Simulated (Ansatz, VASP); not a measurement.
## CdS: VASP beside Ansatz

```xyz
2
Lattice="0.0000 2.9643 2.9643 2.9643 0.0000 2.9643 2.9643 2.9643 0.0000" Properties=species:S:1:pos:R:3 pbc="T T T"
Cd    0.0000    0.0000    0.0000
S     1.4822    1.4822    1.4822
```

Alike in both runs: task single point; functional PBE; dispersion D3(BJ); k mesh 6 × 6 × 6; no spin polarisation.

```csv
,VASP,Ansatz
version,VASP 6.6.1,Ansatz 0.2.0
potentials or method,"VASP PAW PBE potentials, release 64 (Cd, S), cutoff 520 eV","plane waves, PAW"
occupations,"methfessel-paxton of order 1, width 0.1 eV",cold
valence electrons in the cell,18,26
```

|  | VASP | Ansatz | Ansatz less VASP |
| --- | --- | --- | --- |
| pressure (GPa) | -1.8 | -2.1 | -0.29 |

VASP's potentials hold 18 valence electrons a cell and Ansatz's 26, so a difference there can come from the potentials and not from the codes.
